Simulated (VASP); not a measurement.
Set up this calculation in VASP 6.6.1, as the native input.

| Property | Result |
| --- | --- |
| Task | single point |
| Functional | PBEsol |
| Potentials or basis | VASP PAW PBE potentials, release 64 (Ti_sv, O) |
| Cutoff | 520 eV |
| k mesh | 18 × 18 × 10 |
| Occupations | gaussian, width 0.1 eV |
| Spin | no spin polarisation |
| Dipole correction | no |
| k mesh for the DOS | 27 × 27 × 15 |
| Occupations for the DOS | tetrahedron |
| Further INCAR settings | ALGO = Normal; EDIFF = 1e-06; NBANDS = 22 |

The system is Ti2O.

```
Ti O
1.0
     2.95295    0.00000    0.00000
    -1.47648    2.55733    0.00000
     0.00000    0.00000    4.72373
Ti O
2 1
Direct
  0.66667 0.33333 0.26267
  0.33333 0.66667 0.73733
  0.00000 0.00000 0.00000
```

The input as run:

POSCAR

```
Ti2O
1.0
    2.9529519781      0.0000000000      0.0000000000
   -1.4764759890      2.5573314292      0.0000000000
    0.0000000000      0.0000000000      4.7237336599
Ti O
2 1
Direct
    0.6666666667      0.3333333333      0.2626749712
    0.3333333333      0.6666666667      0.7373250288
    0.0000000000      0.0000000000      0.0000000000
```

INCAR.step1

```
PREC = Accurate
ENCUT = 520
EDIFF = 1E-6
ISMEAR = 0
SIGMA = 0.1
LREAL = F
LASPH = T
NELM = 80
ALGO = Normal
ISIF = 2
LWAVE = F
LCHARG = T
LMAXMIX = 4
GGA = PS
NBANDS = 22
```

KPOINTS.step1

```
regular mesh
0
Gamma
  18 18 10
```

INCAR.step2

```
PREC = Accurate
ENCUT = 520
EDIFF = 1E-6
ISMEAR = -5
SIGMA = 0.1
LREAL = F
LASPH = T
NELM = 80
ALGO = Normal
ISIF = 2
LWAVE = F
LCHARG = F
LMAXMIX = 4
GGA = PS
LORBIT = 10
NBANDS = 22
NEDOS = 1001
ICHARG = 11
```

KPOINTS.step2

```
regular mesh
0
Gamma
  27 27 15
```

Potentials or basis: VASP PAW PBE potentials, release 64 (Ti_sv, O).

Launch:

```sh
$ cat potpaw_PBE.64/Ti_sv/POTCAR potpaw_PBE.64/O/POTCAR > POTCAR
$ cp INCAR.step1 INCAR
$ cp KPOINTS.step1 KPOINTS
$ mpirun -np 1 vasp_std > vasp.out
$ cp INCAR.step2 INCAR
$ cp KPOINTS.step2 KPOINTS
$ mpirun -np 1 vasp_std > vasp.out
```

It gave:

```json
{"Valence electrons inside the program's atomic spheres": "Ti 10.33; O 5.04"}
```

Wall time 18 min on 1 thread of Intel Xeon 8259CL (shared host), peak memory 0.78 GiB.
